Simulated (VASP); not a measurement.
Mg2Ge3N:

```
Mg Ge N
1.0
     3.22689    0.00000    0.00000
    -1.61344    2.79456    0.00000
     0.00000    0.00000   11.32569
Mg Ge N
2 3 1
Direct
  0.66667 0.33333 0.31284
  0.33333 0.66667 0.68716
  0.66667 0.33333 0.88290
  0.33333 0.66667 0.11710
  0.00000 0.00000 0.50000
  0.00000 0.00000 0.00000
```

The cell was generated, and may not be a known phase.

* Program: VASP 6.6.1
* Task: relaxation of cell and atoms
* Functional: PBE
* Potentials or basis: VASP PAW PBE potentials, release 64 (Mg, Ge_d, N)
* Cutoff: 600 eV
* k mesh: 12 × 12 × 4
* Occupations: gaussian, width 0.1 eV
* Spin: no spin polarisation

At the start: pressure 0.3 GPa; volume 17.02 Å³/atom.

How do energy, volume and symmetry change on relaxing?

Over 17 steps the energy falls by 17.4 meV/atom and the volume is 17.07 Å³/atom (+0.3 %); space group P-3m1 (No. 164, to 0.1 Å) before and after.

The path:
| step | energy change (eV) | largest force (eV/Å) | pressure (GPa) | volume (Å³) |
| --- | --- | --- | --- | --- |
| 1 | 0.0000 | 0.3348 | 0.27 | 102.13 |
| 2 | -0.0334 | 0.1680 | 0.05 | 102.55 |
| 3 | -0.0707 | 0.2206 | -0.10 | 103.42 |
| 4 | -0.0718 | 0.2948 | -0.19 | 103.78 |
| 5 | -0.0731 | 0.2530 | -0.16 | 103.64 |
| 6 | -0.0873 | 0.2085 | -0.62 | 103.48 |
| 7 | -0.0874 | 0.2039 | -0.64 | 103.45 |
| 8 | -0.0961 | 0.1598 | 0.36 | 101.73 |
| 9 | -0.0962 | 0.1480 | 0.49 | 101.30 |
| 10 | -0.1022 | 0.0723 | 0.33 | 101.70 |
| 11 | -0.1029 | 0.1193 | 0.15 | 101.87 |
| 12 | -0.1042 | 0.0037 | 0.02 | 102.40 |
| 13 | -0.1042 | 0.0069 | 0.18 | 102.35 |
| 14 | -0.1042 | 0.0030 | -0.12 | 102.38 |
| 15 | -0.1042 | 0.0033 | 0.07 | 102.37 |
| 16 | -0.1042 | 0.0181 | -0.15 | 102.58 |
| 17 | -0.1043 | 0.0087 | -0.04 | 102.45 |

Final structure:
```xyz
6
Lattice="3.1267 0.0000 0.0000 -1.5634 2.7078 0.0000 0.0000 0.0000 12.1002" Properties=species:S:1:pos:R:3 pbc="T T T"
Mg    1.5634    0.9026    3.7210
Mg    0.0000    1.8052    8.3792
Ge    1.5634    0.9026   10.7479
Ge    0.0000    1.8052    1.3523
Ge    0.0000    0.0000    6.0501
N     0.0000    0.0000    0.0000
```

Caveat: an odd number of electrons without spin polarisation forces a metal; a magnetic or distorted state may lie lower.
